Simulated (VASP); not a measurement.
# GaSb (Immm) in VASP: further runs, part 2 of 2

VASP 6.6.1. Earlier steps stand in the parts before.

## Step 3: Single point, PBE (27.87 Å³/atom)

This run uses another cell than the first one, of 27.87 Å³/atom.

INCAR

```
PREC = Accurate
ENCUT = 520
EDIFF = 1E-6
ISMEAR = 0
SIGMA = 0.15
LREAL = F
LASPH = T
NELM = 100
ALGO = Normal
ISIF = 2
LWAVE = F
LCHARG = F
GGA = PE
NBANDS = 16
```

KPOINTS

```
Automatic mesh
0
Gamma
  18 18 18
```

POSCAR

```
GaSb
1.0
   -1.7176037283      2.7021849742      3.0022948485
    1.7176037283     -2.7021849742      3.0022948485
    1.7176037283      2.7021849742     -3.0022948485
Ga Sb
1 1
Direct
    0.0000000000      0.0000000000      0.0000000000
    0.5000000000      0.5000000000      0.0000000000
```

Potentials or basis: VASP PAW PBE potentials, release 64 (Ga_d, Sb).

Started as:

```console
$ cat potpaw_PBE.64/Ga_d/POTCAR potpaw_PBE.64/Sb/POTCAR > POTCAR
$ mpirun -np 1 vasp_std > vasp.out
```

OUTCAR:

```text
PREC = Accurate
   ENCUT = 520
   EDIFF = 1E-6
   ISMEAR = 0
   LREAL = F
   LASPH = T
   NELM = 100
   ISIF = 2
   GGA = PE

 ion  position               nearest neighbor table
   1  0.000  0.000  0.000-   2 3.00   2 3.00   2 3.20   2 3.20   2 3.20   2 3.20
   2  0.500  0.500  0.000-   1 3.00   1 3.00   1 3.20   1 3.20   1 3.20   1 3.20

  LATTYP: Found a body centered orthorhombic cell.
 ALAT       =     3.4352074566
 B/A-ratio  =     1.5732295696
 C/A-ratio  =     1.7479554795

  Lattice vectors:

 A1 = (  -1.7176037283,   2.7021849742,   3.0022948485)
 A2 = (   1.7176037283,  -2.7021849742,   3.0022948485)
 A3 = (   1.7176037283,   2.7021849742,  -3.0022948485)

Analysis of symmetry for initial positions (statically):
=====================================================================
 Subroutine PRICEL returns:
 Original cell was already a primitive cell.

 Routine SETGRP: Setting up the symmetry group for a
 body centered orthorhombic supercell.

 Subroutine GETGRP returns: Found  8 space group operations
 (whereof  8 operations were pure point group operations)
 out of a pool of  8 trial point group operations.

The static configuration has the point symmetry D_2h.

Analysis of symmetry for dynamics (positions and initial velocities):
=====================================================================
 Subroutine PRICEL returns:
 Original cell was already a primitive cell.

 Routine SETGRP: Setting up the symmetry group for a
 body centered orthorhombic supercell.

 Subroutine GETGRP returns: Found  8 space group operations
 (whereof  8 operations were pure point group operations)
 out of a pool of  8 trial point group operations.

The dynamic configuration has the point symmetry D_2h.

 Subroutine INISYM returns: Found  8 space group operations
 (whereof  8 operations are pure point group operations),
[... 112 lines left out ...]
   EFERMI_NEDOS =   21; number of points for ismear=-14 and -15
   IALGO  =     38    algorithm
   IMIX   =      4    mixing-type and parameters
     AMIX     =   0.40;   BMIX     =  1.00
     AMIX_MAG =   1.60;   BMIX_MAG =  1.00
  volume/ion in A,a.u.               =      27.87       188.07
  Fermi-wavevector in a.u.,A,eV,Ry     =   1.123178  2.122498 17.164138  1.261529
  Thomas-Fermi vector in A             =   2.259842
   LORBIT       =      0    0 simple, 1 ext, 2 COOP (PROOUT), +10 PAW based schemes
   GGA     = PE    functional components
   LHFCALC =     F    Hartree Fock is set to
   AEXX    =    0.0000 exact exchange contribution
   IVDW    =     0    specifies the selected vdW correction
   LEPSILON=     F    determine dielectric tensor
   LRPA    =     F    only Hartree local field effects (RPA)
 non-spin polarized calculation
 Gauss-broadening in eV      SIGMA  =   0.15
  energy-cutoff  :      520.00
  volume of cell :       55.74
 maximum number of plane-waves:      1520
 NGX is ok and might be reduce to    36
   NGX = 17   NGY = 17   NGZ = 17

 number of electron      17.9999998 magnetization

 Free energy of the ion-electron system (eV)
  ---------------------------------------------------
  ext. energy  EPLUGINS =         0.00000000
  ---------------------------------------------------
  free energy    TOTEN  =        -6.83694016 eV

  energy without entropy =       -6.82644558  energy(sigma->0) =       -6.83169287

 E-fermi :   4.9967     XC(G=0):  -9.5946

 val. band max:        4.9921194966   @ k =  -0.1111   0.2778   0.1111
 cond. band min:       4.9991809144   @ k =  -0.1667   0.2778   0.0556
 fundamental gap:      0.0070614178
 Fermi energy:         4.9967227712

 k-point     1 :       0.0000    0.0000    0.0000
  band No.  band energies     occupation
      1      -9.7706      2.00000
      2      -9.7230      2.00000
      3      -9.7079      2.00000
      4      -9.7043      2.00000
      5      -9.6977      2.00000
      6      -5.8923      2.00000
[... 433 lines left out ...]
      3      -9.7132      2.00000
      4      -9.7004      2.00000
      5      -9.6972      2.00000
      6      -5.3746      2.00000
[... 8 lines left out ...]
     15      13.4466      0.00000
     16      14.5951      0.00000

 [... further k-points ...]

------------------------ aborting loop because EDIFF is reached ----------------------------------------

  FORCE on cell =-STRESS in cart. coord.  units (eV):
  Direction    XX          YY          ZZ          XY          YZ          ZX
  --------------------------------------------------------------------------------------
  -------------------------------------------------------------------------------------
  Total       -2.0242322     -1.8853219     -1.7999631     -0.0000000      0.0000000      0.0000000
  in kB      -58.1861382    -54.1931890    -51.7395682     -0.0000000      0.0000000      0.0000000
  external PRESSURE =     -54.7062984 kB  Pullay stress =       0.0000000 kB

 VOLUME and BASIS-vectors are now :
 -----------------------------------------------------------------------------
  energy-cutoff  :      520.00
  volume of cell :       55.74
      direct lattice vectors                 reciprocal lattice vectors
    -1.717603728  2.702184974  3.002294849     0.000000000  0.185035445  0.166539273
     1.717603728 -2.702184974  3.002294849     0.291103234  0.000000000  0.166539273
     1.717603728  2.702184974 -3.002294849     0.291103234  0.185035445  0.000000000

 POSITION                                       TOTAL-FORCE (eV/Angst)
 -----------------------------------------------------------------------------------
      0.00000      0.00000      0.00000         0.000000     -0.000000     -0.000000
      0.00000      0.00000      3.00229         0.000000      0.000000      0.000000
 -----------------------------------------------------------------------------------
    total drift:                               -0.000000     -0.000000     -0.000000

  FREE ENERGIE OF THE ION-ELECTRON SYSTEM (eV)
  ---------------------------------------------------
  free  energy   TOTEN  =        -6.8369401581 eV

  energy  without entropy=       -6.8264455795  energy(sigma->0) =       -6.83169287
```

OSZICAR:

```text
N       E                     dE             d eps       ncg     rms          rms(c)
DAV:   1     0.782474011610E+02    0.78247E+02   -0.85385E+03 28136   0.139E+03
DAV:   2    -0.951024422743E+00   -0.79198E+02   -0.76552E+02 32704   0.297E+02
DAV:   3    -0.675448843672E+01   -0.58035E+01   -0.57807E+01 32824   0.621E+01
DAV:   4    -0.685300590943E+01   -0.98517E-01   -0.98495E-01 35016   0.894E+00
DAV:   5    -0.685524265413E+01   -0.22367E-02   -0.22367E-02 35752   0.121E+00    0.185E+00
DAV:   6    -0.683891805507E+01    0.16325E-01   -0.37181E-02 37184   0.266E+00    0.102E+00
DAV:   7    -0.683685723342E+01    0.20608E-02   -0.11703E-02 42296   0.994E-01    0.209E-01
DAV:   8    -0.683691100720E+01   -0.53774E-04   -0.15023E-03 35920   0.443E-01    0.371E-02
DAV:   9    -0.683694009761E+01   -0.29090E-04   -0.97444E-05 35904   0.899E-02    0.174E-02
DAV:  10    -0.683694015807E+01   -0.60466E-07   -0.72434E-06 36496   0.309E-02
   1 F= -.68369402E+01 E0= -.68316929E+01  d E =-.104946E-01
```

stdout:

```text
POSCAR found type information on POSCAR GaSb
 POSCAR found :  2 types and       2 ions
 scaLAPACK will be used
 LDA part: xc-table for (Slater+PW92), standard interpolation
 POSCAR, INCAR and KPOINTS ok, starting setup
 FFT: planning ... GRIDC
 FFT: planning ... GRID_SOFT
 FFT: planning ... GRID
 WAVECAR not read
 entering main loop
```

It took 8.9 min on 1 thread of Intel Xeon 8259CL, shared host; peak memory 0.86 GiB.

What came out:

| Quantity | Value |
| --- | --- |
| Free energy | -6.8369 eV |
| Pressure | -5.5 GPa |
| Band gap on the k mesh | zero (bands 9 and 10 overlap by 4.25 eV) |

Caveat: the cell stands under tension; spin-orbit coupling is left out, which moves the levels of the heavy elements.

## Step 4: Single point, PBE (27.87 Å³/atom)

This run uses another cell than the first one, of 27.87 Å³/atom.

INCAR

```
SYSTEM = GaSb
  PREC = Accurate
  ENCUT = 520
  EDIFF = 1E-6
  ISMEAR = 0
  SIGMA = 0.15
  LREAL = .FALSE.
  LASPH = .TRUE.
  NELM = 60
  ALGO = Normal
  ISIF = 2
  LWAVE = .FALSE.
  LCHARG = .FALSE.
  GGA = PE
  NBANDS = 16
```

KPOINTS

```
Automatic mesh
0
G
  18 18 18
  0 0 0
```

POSCAR

```
GaSb
1.0
   -1.6574287381      2.7508007202      3.0563099530
    1.6574287381     -2.7508007202      3.0563099530
    1.6574287381      2.7508007202     -3.0563099530
Ga Sb
1 1
Direct
    0.0000000000      0.0000000000      0.0000000000
    0.5000000000      0.5000000000      0.0000000000
```

Started as:

```console
$ cat potpaw_PBE.64/Ga_d/POTCAR potpaw_PBE.64/Sb/POTCAR > POTCAR
$ mpirun -np 1 vasp_std > vasp.out
```

Run time: 9.8 min. Hardware: 1 thread of Intel Xeon 8259CL, shared host; peak memory 0.86 GiB.

The run converged. Its results:

```
Free energy            : -6.8357 eV
Pressure               : -5.5 GPa
Band gap on the k mesh : zero (bands 9 and 10 overlap by 4.05 eV)
```

Stress tensor (GPa, compression positive):
```
-5.01  0.00  0.00
 0.00 -5.29  0.00
 0.00  0.00 -6.08
```

Levels at points of the mesh, in eV from the Fermi level:
```tsv
k point	band 7	band 8	band 9	band 10	band 11	band 12
(0.00, 0.00, 0.00)	-3.37	-1.73	-1.17	3.76	4.17	5.43
(0.50, 0.00, 0.00)	-7.16	-0.11	1.54	1.88	2.68	3.80
(0.00, 0.50, 0.00)	-5.49	-1.64	-0.17	-0.09	1.34	2.13
(0.50, 0.50, 0.00)	-4.19	-3.37	-1.73	-1.39	3.55	3.86
(0.50, 0.50, 0.50)	-5.42	-4.22	-3.90	2.59	6.44	8.36
```

Caveat: the cell stands under tension; spin-orbit coupling is left out, which moves the levels of the heavy elements.

## Step 5: Overview

| cell | gap on the mesh (eV) | pressure (GPa) |
| --- | --- | --- |
| a = 4.321 Å, angles 133.9, 104.0, 93.7°, 2 atoms | none | -4.2 |
| a = 4.389 Å, angles 133.9, 104.0, 93.7°, 2 atoms | none | -5.5 |
| a = 4.433 Å, angles 136.1, 103.3, 92.8°, 2 atoms | none | -5.5 |

Alike in all rows: task single point; level PBE; potentials or basis VASP PAW PBE potentials, release 64 (Ga_d, Sb); no spin polarisation; k mesh 18 × 18 × 18; cutoff (eV) 520; smearing gaussian 0.15 eV.

Caveats: the cell stands under tension; spin-orbit coupling is left out, which moves the levels of the heavy elements.

Absolute energies hang on the potentials; compare differences alone.
